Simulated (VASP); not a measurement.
Write the native input for VASP 6.6.1 that does the following.

* Task: relaxation of cell and atoms
* Functional: PBEsol
* Potentials or basis: VASP PAW PBE potentials, release 64 (Pt)
* Cutoff: 500 eV
* k mesh: 18 × 18 × 18
* Occupations: gaussian, width 0.1 eV
* Spin: no spin polarisation
* Dipole correction: no
* Further INCAR settings: ALGO = Normal; EDIFF = 1e-07; IBRION = 2; EDIFFG = -0.01; NSW = 80; ISIF = 3

The structure of Pt lies in POSCAR:

```
Pt
1.0
   -1.5634547133      1.5634547133      1.5634547133
    1.5634547133     -1.5634547133      1.5634547133
    1.5634547133      1.5634547133     -1.5634547133
Pt
1
Direct
    0.0000000000      0.0000000000      0.0000000000
```

This isn't the form of Pt at room conditions, which is fcc.

One way to write it, as run:

INCAR

```
SYSTEM = Pt
ALGO     = Normal         ! electronic algorithm
EDIFF    = 1E-7           ! SCF threshold, eV
EDIFFG   = -0.01          ! ionic threshold
ENCUT    = 500            ! plane-wave cutoff, eV
GGA      = PS             ! functional
GGA_COMPAT= .False.      
IBRION   = 2              ! ionic algorithm
ISIF     = 3              ! what is computed and relaxed
ISMEAR   = 0              ! smearing method
LASPH    = .True.         ! aspherical terms in the spheres
LCHARG   = .False.        ! write CHGCAR
LREAL    = .False.        ! projectors in reciprocal space
LWAVE    = .False.        ! write WAVECAR
NELM     = 120            ! most SCF steps
NELMIN   = 4            
NSW      = 80             ! ionic steps
PREC     = Accurate       ! precision mode
SIGMA    = 0.1            ! smearing width, eV
```

KPOINTS

```
k-points
0
Gamma
  18 18 18
  0 0 0
```

Potentials or basis: VASP PAW PBE potentials, release 64 (Pt).

Command:

```sh
$ cat potpaw_PBE.64/Pt/POTCAR > POTCAR
$ mpirun -np 1 vasp_std > vasp.out
```

Results of the run:

```yaml
Relaxed_volume: 15.18 Å³/atom
Relaxed_cell: a = 2.701 Å, b = 2.701 Å, c = 2.701 Å, α = 109.47°, β = 109.47°, γ = 109.47°
Space_group_after_relaxing_to_0.1_Å: Im-3m (No. 229)
Energy_gained_by_relaxing: 0.7 meV/atom
Ionic_steps: 3
Pressure_after_relaxing: 0.0 GPa
Band_gap_on_the_k_mesh: zero (bands 5 and 6 overlap by 2.25 eV)
```

Caveat: the PAW data sets were made with another functional, which shifts forces and pressure a little; spin-orbit coupling is left out, which moves the levels of the heavy elements.

It took 34 s on 1 thread of AMD EPYC 7R43 64-Core Processor (Zen 3), with other jobs on the host, peak memory 0.12 GiB.
